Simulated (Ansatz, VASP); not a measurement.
GaAs: VASP beside Ansatz

```
Ga As
1.0
     0.00000    2.87509    2.87509
     2.87509    0.00000    2.87509
     2.87509    2.87509    0.00000
Ga As
1 1
Direct
  0.00000 0.00000 0.00000
  0.75000 0.75000 0.75000
```

Alike in both runs: task relaxation of cell and atoms; functional PBE; k mesh 10 × 10 × 10; occupations gaussian, width 0.01 eV; no spin polarisation.

|  | VASP | Ansatz |
| --- | --- | --- |
| version | VASP 6.6.1 | Ansatz 0.2.0 |
| potentials or method | VASP PAW PBE potentials, release 64 (Ga_d, As), cutoff 600 eV | scalar-relativistic, plane waves, PAW |
| valence electrons in the cell | 18 | 28 |

|  | VASP | Ansatz | Ansatz less VASP |
| --- | --- | --- | --- |
| gap on the k mesh at the Fermi level, each at its own relaxed structure (eV) | 0.15 | 0.16 | +0.016 |
| relaxed volume (Å³/atom) | 23.76 | 23.71 | -0.053 |
| relaxed length of the cell vector where the two differ most in proportion (Å) | 4.066 | 4.063 | -0.0030 |

VASP's potentials hold 18 valence electrons a cell and Ansatz's 28, so a difference there can come from the potentials and not from the codes.
